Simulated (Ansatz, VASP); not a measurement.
**Two plane-wave programs on Ba**

```
CELL_PARAMETERS angstrom
6.83561 0.00000 0.00000
-3.41780 5.91981 0.00000
0.00000 0.00000 3.83111
ATOMIC_POSITIONS crystal
Ba 0.33333 0.66667 0.50000
Ba 0.66667 0.33333 0.50000
```

Alike in both runs: functional BLYP; dispersion D3(BJ); k mesh 4 × 4 × 7; no spin polarisation.

Ansatz relaxed the structure, and its values are those at the end. VASP's run is a single point on that final structure, the one shown.

|  | VASP | Ansatz |
| --- | --- | --- |
| version | VASP 6.6.1 | Ansatz 0.2.0 |
| potentials or method | VASP PAW PBE potentials, release 64 (Ba_sv), cutoff 520 eV | plane waves, PAW |
| occupations | methfessel-paxton of order 1, width 0.1 eV | cold, width 0.1 eV |
| valence electrons in the cell | 20 | 20 |

|  | VASP | Ansatz | Ansatz less VASP |
| --- | --- | --- | --- |
| pressure (GPa) | 0.1 | 0.0 | -0.08 |

VASP's potentials were made for PBE, not for BLYP. Ansatz's warnings: structure snapped to symmetry.

Neither program's run includes spin-orbit coupling.
